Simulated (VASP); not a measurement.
# SiO2 (P4_12_12) in VASP: notebook, part 2 of 3

VASP 6.6.1. The steps go on from the part before.

## 3. Relaxation of cell and atoms, LDA (13.68 Å³/atom)

This run uses another cell than the first one, of 13.68 Å³/atom.

The input, POSCAR:

```
SiO2
1.0
    4.8975430062      0.0000000000      0.0000000000
    0.0000000000      4.8975430062      0.0000000000
    0.0000000000      0.0000000000      6.8449602473
Si O
4 8
Direct
    0.7989700000      0.2010300000      0.7500000000
    0.7010300000      0.7010300000      0.5000000000
    0.2010300000      0.7989700000      0.2500000000
    0.2989700000      0.2989700000      0.0000000000
    0.1034700000      0.2398900000      0.8218700000
    0.2601100000      0.6034700000      0.0718700000
    0.8965300000      0.7601100000      0.3218700000
    0.7398900000      0.3965300000      0.5718700000
    0.6034700000      0.2601100000      0.9281300000
    0.7601100000      0.8965300000      0.6781300000
    0.3965300000      0.7398900000      0.4281300000
    0.2398900000      0.1034700000      0.1781300000
```

The input, INCAR.step1:

```
SYSTEM = SiO2
  ALGO = Normal
  EDIFF = 1E-7
  EDIFFG = -0.002
  EFERMI = MIDGAP
  ENCUT = 840
  GGA = CA
  GGA_COMPAT = .False.
  IBRION = 2
  ISIF = 3
  ISMEAR = 0
  KPAR = 8
  LASPH = .True.
  LCHARG = .False.
  LREAL = .False.
  LWAVE = .False.
  NELM = 120
  NELMIN = 4
  NSW = 80
  POTIM = 0.5
  PREC = Accurate
  SIGMA = 0.03
```

The input, INCAR.step4:

```
SYSTEM = SiO2
  ALGO = Normal
  EDIFF = 1E-7
  EFERMI = MIDGAP
  ENCUT = 840
  GGA = CA
  GGA_COMPAT = .False.
  ISIF = 2
  ISMEAR = 0
  KPAR = 8
  LASPH = .True.
  LCHARG = .False.
  LREAL = .False.
  LWAVE = .False.
  NELM = 120
  PREC = Accurate
  SIGMA = 0.03
```

The input, KPOINTS:

```
Automatic mesh
0
Gamma
  6 6 4
  0 0 0
```

Potentials or basis: VASP PAW LDA potentials, release 64 (Si, O).

The run is started by

```bash
$ cat potpaw_LDA.64/Si/POTCAR potpaw_LDA.64/O/POTCAR > POTCAR
$ cp INCAR.step1 INCAR
$ cp POSCAR.step1 POSCAR
$ mpirun -np 8 vasp_std > vasp.out
$ cp CONTCAR POSCAR
$ mpirun -np 8 vasp_std > vasp.out
$ cp CONTCAR POSCAR
$ mpirun -np 8 vasp_std > vasp.out
$ cp CONTCAR POSCAR
$ cp INCAR.step4 INCAR
$ mpirun -np 8 vasp_std > vasp.out
```

Run time: 29 min. Hardware: 8 MPI ranks of Intel Xeon Platinum 8259CL at 2.50GHz (Skylake/Cascade Lake), shared host; peak memory 0.56 GiB.

It converged, with:

- Free energy: -103.8421 eV
- Relaxed volume: 14.25 Å³/atom
- Relaxed cell: a = 4.972 Å, b = 4.972 Å, c = 6.919 Å, α = 90.00°, β = 90.00°, γ = 90.00°
- Space group after relaxing (to 0.1 Å): P4_12_12 (No. 92)
- Energy gained by relaxing: 24.5 meV/atom
- Ionic steps: 24
- Pressure after relaxing: 0.0 GPa
- Band gap on the k mesh: 5.52 eV

The path:
```tsv
step	energy change (eV)	largest force (eV/Å)	pressure (GPa)	volume (Å³)
1	0.0000	0.6430	10.48	164.18
2	-0.2842	0.2208	-0.04	172.40
3	-0.2664	0.6017	-0.44	172.90
4	-0.2886	0.0516	0.05	172.40
5	-0.2892	0.0183	0.15	172.38
6	-0.2893	0.0122	-0.01	172.53
7	-0.2893	0.0085	-0.04	172.54
8	-0.2894	0.0069	0.01	172.41
9	-0.2894	0.0144	-0.03	172.40
10	-0.2894	0.0134	-0.05	172.38
11	-0.2895	0.0096	-0.10	172.29
12	-0.2896	0.0082	-0.17	172.14
13	-0.2897	0.0122	-0.09	171.85
14	-0.2898	0.0088	0.05	171.32
15	-0.2899	0.0091	0.03	171.25
16	-0.2899	0.0144	-0.08	171.22
17	-0.2899	0.0057	-0.05	171.20
18	-0.2899	0.0075	-0.02	171.11
19	-0.2899	0.0078	0.02	170.99
20	-0.2899	0.0018	-0.01	171.01
21	-0.2940	0.0018	0.02	171.01
22	-0.2940	0.0063	-0.03	171.07
23	-0.2940	0.0016	0.00	171.04
24	-0.2940	0.0016	0.00	171.04
```

Final structure:
```
Si O
1.0
     4.97194    0.00000    0.00000
     0.00000    4.97194    0.00000
     0.00000    0.00000    6.91885
Si O
4 8
Direct
  0.80203 0.19797 0.75000
  0.69797 0.69797 0.50000
  0.19797 0.80203 0.25000
  0.30203 0.30203 0.00000
  0.10814 0.23840 0.81938
  0.26160 0.60814 0.06938
  0.89186 0.76160 0.31938
  0.73840 0.39186 0.56938
  0.60814 0.26160 0.93062
  0.76160 0.89186 0.68062
  0.39186 0.73840 0.43062
  0.23840 0.10814 0.18062
```

Levels at points of the mesh, in eV from the valence-band top:
| k point | band 28 | band 29 | band 30 | band 31 | band 32 | band 33 | band 34 | band 35 | band 36 | band 37 |
| --- | --- | --- | --- | --- | --- | --- | --- | --- | --- | --- |
| (0.00, 0.00, 0.00) | -1.24 | -0.68 | -0.29 | -0.29 | 0.00 | 5.52 | 8.57 | 8.57 | 9.07 | 9.07 |
| (0.50, 0.00, 0.00) | -1.02 | -0.66 | -0.66 | -0.49 | -0.49 | 7.57 | 7.57 | 8.99 | 8.99 | 9.59 |
| (0.50, 0.50, 0.00) | -1.34 | -0.60 | -0.60 | -0.55 | -0.55 | 8.50 | 8.50 | 8.65 | 8.65 | 9.54 |
| (0.00, 0.00, 0.50) | -0.83 | -0.53 | -0.53 | -0.40 | -0.40 | 6.77 | 6.77 | 9.18 | 9.18 | 9.46 |
| (0.50, 0.00, 0.50) | -1.01 | -0.94 | -0.94 | -0.17 | -0.17 | 7.94 | 7.94 | 8.69 | 8.69 | 9.03 |
| (0.50, 0.50, 0.50) | -1.36 | -0.63 | -0.63 | -0.63 | -0.63 | 9.00 | 9.00 | 9.00 | 9.00 | 9.61 |

## 4. Relaxation of cell and atoms, revPBE+D3(BJ)

The input, INCAR:

```
SYSTEM = SiO2
ALGO = Normal
EDIFF = 1E-7
EDIFFG = -0.01
ENCUT = 600
GGA = RE
GGA_COMPAT = .False.
IBRION = 2
ISIF = 3
ISMEAR = -1
IVDW = 12
LASPH = .True.
LCHARG = .False.
LREAL = .False.
LWAVE = .False.
NELM = 120
NELMIN = 4
NSW = 60
PREC = Accurate
SIGMA = 0.05
```

The input, KPOINTS:

```
k-points
0
Gamma
  6 6 4
  0 0 0
```

Changes to POSCAR since step 3:

```diff
@@ -2,5 +2,5 @@
 1.0
-    4.8975430062      0.0000000000      0.0000000000
-    0.0000000000      4.8975430062      0.0000000000
-    0.0000000000      0.0000000000      6.8449602473
+    4.9820000000      0.0000000000      0.0000000000
+    0.0000000000      4.9820000000      0.0000000000
+    0.0000000000      0.0000000000      6.9630000000
 Si O
```

Potentials or basis: VASP PAW PBE potentials, release 64 (Si, O).

The run is started by

```bash
$ cat potpaw_PBE.64/Si/POTCAR potpaw_PBE.64/O/POTCAR > POTCAR
$ mpirun -np 1 vasp_std > vasp.out
```

OUTCAR:

```text
SYSTEM = SiO2
   EDIFF = 1E-7
   EDIFFG = -0.01
   ENCUT = 600
   GGA = RE
   IBRION = 2
   ISIF = 3
   ISMEAR = -1
   IVDW = 12
   LASPH = .True.
   LREAL = .False.
   NELM = 120
   NELMIN = 4
   NSW = 60
   PREC = Accurate
 IVDW          = 12

 ion  position               nearest neighbor table
   1  0.799  0.201  0.750-   8 1.60   9 1.60   5 1.61  10 1.61   2 3.08   4 3.08   2 3.08   4 3.08

   2  0.701  0.701  0.500-   7 1.60  10 1.60   8 1.61  11 1.61   1 3.08   3 3.08   1 3.08   3 3.08

   3  0.201  0.799  0.250-   6 1.60  11 1.60   7 1.61  12 1.61   2 3.08   4 3.08   4 3.08   2 3.08

   4  0.299  0.299  0.000-   5 1.60  12 1.60   9 1.61   6 1.61   1 3.08   3 3.08   3 3.08   1 3.08

   5  0.103  0.240  0.822-   4 1.60   1 1.61
   6  0.260  0.603  0.072-   3 1.60   4 1.61
   7  0.897  0.760  0.322-   2 1.60   3 1.61
   8  0.740  0.397  0.572-   1 1.60   2 1.61
   9  0.603  0.260  0.928-   1 1.60   4 1.61
  10  0.760  0.897  0.678-   2 1.60   1 1.61
  11  0.397  0.740  0.428-   3 1.60   2 1.61
  12  0.240  0.103  0.178-   4 1.60   3 1.61

  LATTYP: Found a simple tetragonal cell.
 ALAT       =     4.9820000000
 C/A-ratio  =     1.3976314733

  Lattice vectors:

 A1 = (   4.9820000000,   0.0000000000,   0.0000000000)
 A2 = (   0.0000000000,   4.9820000000,   0.0000000000)
 A3 = (   0.0000000000,   0.0000000000,   6.9630000000)

Analysis of symmetry for initial positions (statically):
=====================================================================
 Subroutine PRICEL returns:
 Original cell was already a primitive cell.

 Routine SETGRP: Setting up the symmetry group for a
 simple tetragonal supercell.

 Subroutine GETGRP returns: Found  8 space group operations
 (whereof  2 operations were pure point group operations)
 out of a pool of 16 trial point group operations.

The static configuration has the point symmetry C_2 .
 The point group associated with its full space group is D_4 .

Analysis of symmetry for dynamics (positions and initial velocities):
=====================================================================
 Subroutine PRICEL returns:
 Original cell was already a primitive cell.

 Routine SETGRP: Setting up the symmetry group for a
 simple tetragonal supercell.

 Subroutine GETGRP returns: Found  8 space group operations
 (whereof  2 operations were pure point group operations)
 out of a pool of 16 trial point group operations.

The dynamic configuration has the point symmetry C_2 .
 The point group associated with its full space group is D_4 .

 Subroutine INISYM returns: Found  8 space group operations
 (whereof  2 operations are pure point group operations),
 and found     1 'primitive' translations

----------------------------------------------------------------------------------------

                                     Primitive cell

  volume of cell :     172.8239

  direct lattice vectors                    reciprocal lattice vectors
     4.982000000  0.000000000  0.000000000     0.200722601  0.000000000  0.000000000
     0.000000000  4.982000000  0.000000000     0.000000000  0.200722601  0.000000000
     0.000000000  0.000000000  6.963000000     0.000000000  0.000000000  0.143616257

  length of vectors
     4.982000000  4.982000000  6.963000000     0.200722601  0.200722601  0.143616257

  position of ions in fractional coordinates (direct lattice)
     0.798970000  0.201030000  0.750000000
     0.701030000  0.701030000  0.500000000
     0.201030000  0.798970000  0.250000000
[... 45 lines left out ...]

 Subroutine IBZKPT returns following result:
 ===========================================

 Found     30 irreducible k-points:

 Following reciprocal coordinates:
            Coordinates               Weight
  0.000000  0.000000  0.000000      1.000000
  0.166667  0.000000  0.000000      4.000000
  0.333333  0.000000  0.000000      4.000000
  0.500000  0.000000  0.000000      2.000000
  0.166667  0.166667  0.000000      4.000000
  0.333333  0.166667  0.000000      8.000000
[... 16 lines left out ...]
  0.333333  0.000000  0.500000      4.000000
  0.500000  0.000000  0.500000      2.000000
 [... further k-points ...]
   k-points           NKPTS =     30   k-points in BZ     NKDIM =     30   number of bands    NBANDS=     39
   number of dos      NEDOS =    301   number of ions     NIONS =     12
   total plane-waves  NPLWV =  89600
   dimension x,y,z NGX =    40 NGY =   40 NGZ =   56
   dimension x,y,z NGXF=    80 NGYF=   80 NGZF=  112
   ions per type =               4   8
   NGX,Y,Z   is equivalent  to a cutoff of  13.35, 13.35, 13.37 a.u.
   NGXF,Y,Z  is equivalent  to a cutoff of  26.70, 26.70, 26.74 a.u.
 SYSTEM =  SiO2
   PREC   = accura    normal or accurate (medium, high low for compatibility)
   ISTART =      0    job   : 0-new  1-cont  2-samecut
   ICHARG =      2    charge: 1-file 2-atom 10-const
   ISPIN  =      1    spin polarized calculation?
   LNONCOLLINEAR =      F non collinear calculations
   LSORBIT =      F    spin-orbit coupling
   LASPH  =      T    aspherical Exc in radial PAW
   ENCUT  =  600.0 eV  44.10 Ry    6.64 a.u.   9.95  9.95 13.91*2*pi/ulx,y,z
   NELM   =    120;   NELMIN=  4; NELMDL= -5     # of ELM steps
   EDIFF  = 0.1E-06   stopping-criterion for ELM
   LREAL  =      F    real-space projection
   EDIFFG = -.1E-01   stopping-criterion for IOM
   NSW    =     60    number of steps for IOM
   IBRION =      2    ionic relax: 0-MD 1-quasi-New 2-CG
   NFREE  =      1    steps in history (QN), initial steepest desc. (CG)
   ISIF   =      3    stress and relaxation
   ISYM   =      2    0-nonsym 1-usesym 2-fastsym
   POTIM  = 0.5000    time-step for ionic-motion
   TEBEG  =    0.0;   TEEND  =   0.0 temperature during run
   PSTRESS=    0.0 pullay stress
   NELECT =      64.0000    total number of electrons
   NUPDOWN=      -1.0000    fix difference up-down
   EMIN   =  10.00;   EMAX   =-10.00  energy-range for DOS
   EFERMI =   0.00;   METHOD = LEGACY
   ISMEAR =    -1;   SIGMA  =   0.05  broadening in eV -4-tet -1-fermi 0-gaus
   EFERMI_NEDOS =   21; number of points for ismear=-14 and -15
   IALGO  =     38    algorithm
   IMIX   =      4    mixing-type and parameters
     AMIX     =   0.40;   BMIX     =  1.00
     AMIX_MAG =   1.60;   BMIX_MAG =  1.00
  volume/ion in A,a.u.               =      14.40        97.19
  Fermi-wavevector in a.u.,A,eV,Ry     =   1.175620  2.221599 18.804365  1.382082
  Thomas-Fermi vector in A             =   2.311997
   LORBIT       =      0    0 simple, 1 ext, 2 COOP (PROOUT), +10 PAW based schemes
   GGA     = RE    functional components
   LHFCALC =     F    Hartree Fock is set to
   AEXX    =    0.0000 exact exchange contribution
   IVDW    =    12    specifies the selected vdW correction
   LEPSILON=     F    determine dielectric tensor
   LRPA    =     F    only Hartree local field effects (RPA)
 conjugate gradient relaxation of ions
 non-spin polarized calculation
  energy-cutoff  :      600.00
  volume of cell :      172.82
 maximum number of plane-waves:      5796
 NGX is ok and might be reduce to    40
   NGX = 19   NGY = 19   NGZ = 27

--------------------------------------- Ionic step        1  -------------------------------------------

 number of electron      63.9999987 magnetization

 Free energy of the ion-electron system (eV)
  ---------------------------------------------------
  ext. energy  EPLUGINS =         0.00000000
  ---------------------------------------------------
  free energy    TOTEN  =       -91.49688328 eV

  energy without entropy =      -91.49688328  energy(sigma->0) =      -91.49688328

------------------------ aborting loop because EDIFF is reached ----------------------------------------

 Edisp (eV)   -2.83759

 E8    (eV) :    -1.7410
[... 135 lines left out ...]
  FREE ENERGIE OF THE ION-ELECTRON SYSTEM (eV)
  ---------------------------------------------------
  free  energy   TOTEN  =       -94.4245702323 eV

  energy  without entropy=      -94.4245702322  energy(sigma->0) =      -94.42457023

[... ionic steps 4 to 49 ...]

--------------------------------------- Ionic step       50  -------------------------------------------

 number of electron      64.0000026 magnetization

------------------------ aborting loop because EDIFF is reached ----------------------------------------
[... 95 lines left out ...]
--------------------------------------- Ionic step       52  -------------------------------------------

 number of electron      64.0000025 magnetization

 Free energy of the ion-electron system (eV)
  ---------------------------------------------------
  ext. energy  EPLUGINS =         0.00000000
  ---------------------------------------------------
  free energy    TOTEN  =       -91.37734137 eV

  energy without entropy =      -91.37734137  energy(sigma->0) =      -91.37734137

 E-fermi :   1.9961     XC(G=0):  -8.7016

 val. band max:        0.9019911091   @ k =   0.0000   0.0000   0.0000
 cond. band min:       6.7664281254   @ k =   0.0000   0.0000   0.0000
 fundamental gap:      5.8644370163
 Fermi energy:         1.9960646405

 k-point     1 :       0.0000    0.0000    0.0000
  band No.  band energies     occupation
      1     -18.5577      2.00000
      2     -17.6257      2.00000
      3     -17.6257      2.00000
      4     -16.5102      2.00000
      5     -16.4386      2.00000
      6     -16.4386      2.00000
[... 997 lines left out ...]
     38      10.7942      0.00000
     39      11.0659      0.00000

 [... further k-points ...]

------------------------ aborting loop because EDIFF is reached ----------------------------------------

 Edisp (eV)   -3.18815

 E8    (eV) :    -1.9661
[... 35 lines left out ...]
  FREE ENERGIE OF THE ION-ELECTRON SYSTEM (eV)
  ---------------------------------------------------
  free  energy   TOTEN  =       -94.5654947990 eV

  energy  without entropy=      -94.5654947990  energy(sigma->0) =      -94.56549480

 reached required accuracy - stopping structural energy minimisation
```

It took 65 min on 1 thread of AMD EPYC 9R45 (Zen 5), shared host; peak memory 0.38 GiB.

Results:

* Free energy: -94.5655 eV
* Relaxed volume: 13.14 Å³/atom
* Relaxed cell: a = 4.869 Å, b = 4.869 Å, c = 6.649 Å, α = 90.00°, β = 90.00°, γ = 90.00°
* Space group after relaxing (to 0.1 Å): P4_12_12 (No. 92)
* Energy gained by relaxing: 19.3 meV/atom
* Ionic steps: 52
* Pressure after relaxing: 0.0 GPa
* Largest force after relaxing: 0.009 eV/Å
* Band gap on the k mesh: 5.86 eV
* Dispersion energy per atom: -0.266 eV

Forces in eV/Å, atoms in the order of the input:
```
Si  -0.003  0.003  0.000
Si   0.003  0.003  0.000
Si   0.003 -0.003  0.000
Si  -0.003 -0.003  0.000
O    0.001 -0.006  0.006
O    0.006  0.001  0.006
O   -0.001  0.006  0.006
O   -0.006 -0.001  0.006
O    0.001  0.006 -0.006
O    0.006 -0.001 -0.006
O   -0.001 -0.006 -0.006
O   -0.006  0.001 -0.006
```

The path:
| step | energy change (eV) | largest force (eV/Å) | pressure (GPa) | volume (Å³) |
| --- | --- | --- | --- | --- |
| 1 | 0.0000 | 0.4858 | 5.07 | 172.82 |
| 3 | -0.0901 | 0.1854 | -0.11 | 177.44 |
| 5 | -0.0847 | 0.4212 | -0.69 | 177.69 |
| 7 | -0.0989 | 0.0969 | -0.32 | 177.07 |
| 9 | -0.1349 | 0.1853 | -0.66 | 173.36 |
| 11 | -0.1467 | 0.3035 | -1.11 | 170.12 |
| 13 | -0.1610 | 0.1862 | -0.08 | 167.74 |
| 15 | -0.1646 | 0.2861 | 0.80 | 165.80 |
| 17 | -0.1836 | 0.2655 | 1.22 | 162.94 |
| 19 | -0.1916 | 0.2806 | 1.06 | 161.57 |
| 21 | -0.1908 | 0.2452 | -1.67 | 157.79 |
| 23 | -0.2077 | 0.0573 | -0.14 | 159.61 |
| 25 | -0.2122 | 0.1648 | 0.15 | 159.28 |
| 27 | -0.2208 | 0.0916 | 0.35 | 158.96 |
| 29 | -0.2220 | 0.2001 | 0.46 | 158.79 |
| 31 | -0.2259 | 0.0967 | 0.04 | 158.95 |
| 33 | -0.2267 | 0.0926 | 0.05 | 158.98 |
| 35 | -0.2300 | 0.0160 | -0.15 | 159.29 |
| 37 | -0.2301 | 0.0155 | -0.03 | 159.18 |
| 39 | -0.2302 | 0.0221 | 0.07 | 159.03 |
| 41 | -0.2303 | 0.0161 | 0.04 | 158.94 |
| 43 | -0.2305 | 0.0312 | -0.13 | 158.56 |
| 45 | -0.2306 | 0.0212 | -0.05 | 158.56 |
| 47 | -0.2307 | 0.0192 | 0.27 | 157.62 |
| 49 | -0.2308 | 0.0151 | 0.09 | 157.98 |
| 51 | -0.2310 | 0.0147 | -0.04 | 157.74 |
| 52 | -0.2310 | 0.0086 | -0.01 | 157.66 |

Final structure:
```
CELL_PARAMETERS angstrom
4.86945 0.00000 0.00000
0.00000 4.86945 0.00000
0.00000 0.00000 6.64908
ATOMIC_POSITIONS crystal
Si 0.81871 0.18129 0.75000
Si 0.68129 0.68129 0.50000
Si 0.18129 0.81871 0.25000
Si 0.31871 0.31871 0.00000
O 0.14167 0.23115 0.80185
O 0.26885 0.64167 0.05185
O 0.85833 0.76885 0.30185
O 0.73115 0.35833 0.55185
O 0.64167 0.26885 0.94815
O 0.76885 0.85833 0.69815
O 0.35833 0.73115 0.44815
O 0.23115 0.14167 0.19815
```

Caveat: the PAW data sets were made with another functional, which shifts forces and pressure a little.

(Part 2 of 3 ends here.)
